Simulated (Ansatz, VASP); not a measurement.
## Two plane-wave programs on Si2N

```xyz
6
Lattice="2.7350 0.0000 0.0000 0.0000 2.7350 0.0000 0.0000 0.0000 10.8344" Properties=species:S:1:pos:R:3 pbc="T T T"
Si    1.3675    0.0000    1.2588
Si    1.3675    0.0000    6.6760
Si    0.0000    1.3675    4.1584
Si    0.0000    1.3675    9.5756
N     0.0000    2.7350    0.0000
N     0.0000    2.7350    5.4172
```

Alike in both runs: task single point; functional PBE; k mesh 8 × 8 × 2; occupations gaussian, width 0.2 eV; no spin polarisation.

|  | VASP | Ansatz |
| --- | --- | --- |
| version | VASP 6.6.1 | Ansatz 0.2.0 |
| potentials or method | VASP PAW PBE potentials, release 64 (Si, N), cutoff 520 eV | scalar-relativistic, plane waves, PAW |
| valence electrons in the cell | 26 | 26 |

Ansatz gave:

```
gap on the k mesh at the Fermi level (eV)                     : none
pressure (GPa)                                                : -0.1
traceless stress, the component that is largest in VASP (GPa) : -0.63
rms of the force components (eV/Å)                            : 0.018
```

What did VASP give for the same quantities?

gap on the k mesh at the Fermi level (eV): none; pressure (GPa): -0.2; traceless stress, the component that is largest in VASP (GPa): -0.76; rms of the force components (eV/Å): 0.008.

Atom by atom the forces differ by 0.011 eV/Å (rms over components). A gap of «none» marks a metal or a gap that the smearing closes.
